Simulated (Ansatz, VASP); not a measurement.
## Ta2Ti: VASP beside Ansatz

File INCAR:

```
SYSTEM = Ta2Ti
PREC = Accurate
ENCUT = 520
EDIFF = 1E-6
ISMEAR = 0
SIGMA = 0.1
LREAL = .FALSE.
LASPH = .TRUE.
NELM = 60
ALGO = Fast
ISIF = 2
LWAVE = .FALSE.
LCHARG = .TRUE.
GGA = PE
LELF = .TRUE.
LVHAR = .TRUE.
NBANDS = 43
```

The input KPOINTS:

```
Automatic mesh
0
G
  4 4 6
  0 0 0
```

Contents of POSCAR:

```
Ta2Ti
1.0
    4.5472253477      0.0000000000      0.0000000000
    0.0000000000      5.5498534449      0.0000000000
    0.0000000000      0.0000000000      3.4645916207
Ti Ta
2 4
Direct
    0.0000000000      0.0000000000      0.0000000000
    0.5000000000      0.5000000000      0.5000000000
    0.2004000000      0.3787000000      0.0000000000
    0.7996000000      0.6213000000      0.0000000000
    0.7004000000      0.1213000000      0.5000000000
    0.2996000000      0.8787000000      0.5000000000
```

Input for Ansatz:

```yaml
crystal:
  lattice:
    - [4.5472253477, 0.0, 0.0]
    - [0.0, 5.5498534449, 0.0]
    - [0.0, 0.0, 3.4645916207]
  atoms:
    - { symbol: Ti, position: [0.0, 0.0, 0.0] }
    - { symbol: Ti, position: [0.5, 0.5, 0.5] }
    - { symbol: Ta, position: [0.2004, 0.3787, 0.0] }
    - { symbol: Ta, position: [0.7996, 0.6213, 0.0] }
    - { symbol: Ta, position: [0.7004, 0.1213, 0.5] }
    - { symbol: Ta, position: [0.2996, 0.8787, 0.5] }
basis:
  ecutwfc: 420
kpoints:
  mp_grid: { grid: [4, 4, 6] }
hamiltonian:
  xc: pbe
scf:
  occupations: { method: gaussian, width: 0.1 }
  lower_state_search: "off"
output:
  forces: true
  stress: true
  eigenvalues: true
```

Alike in both runs: task single point; functional PBE; k mesh 4 × 4 × 6; occupations gaussian, width 0.1 eV; no spin polarisation.

|  | VASP | Ansatz |
| --- | --- | --- |
| version | VASP 6.6.1 | Ansatz 0.2.0 |
| potentials or method | VASP PAW PBE potentials, release 64 (Ti_sv, Ta_pv), cutoff 520 eV | scalar-relativistic, plane waves, PAW |
| valence electrons in the cell | 68 | 76 |

```csv
,VASP,Ansatz,Ansatz less VASP
gap on the k mesh at the Fermi level (eV),none,none,-
rms of the force components (eV/Å),2.050,2.019,-0.0314
```

Atom by atom the forces differ by 0.035 eV/Å (rms over components). A gap of «none» marks a metal or a gap that the smearing closes. VASP's potentials hold 68 valence electrons a cell and Ansatz's 76, so a difference there can come from the potentials and not from the codes.

Spin-orbit coupling is off throughout.
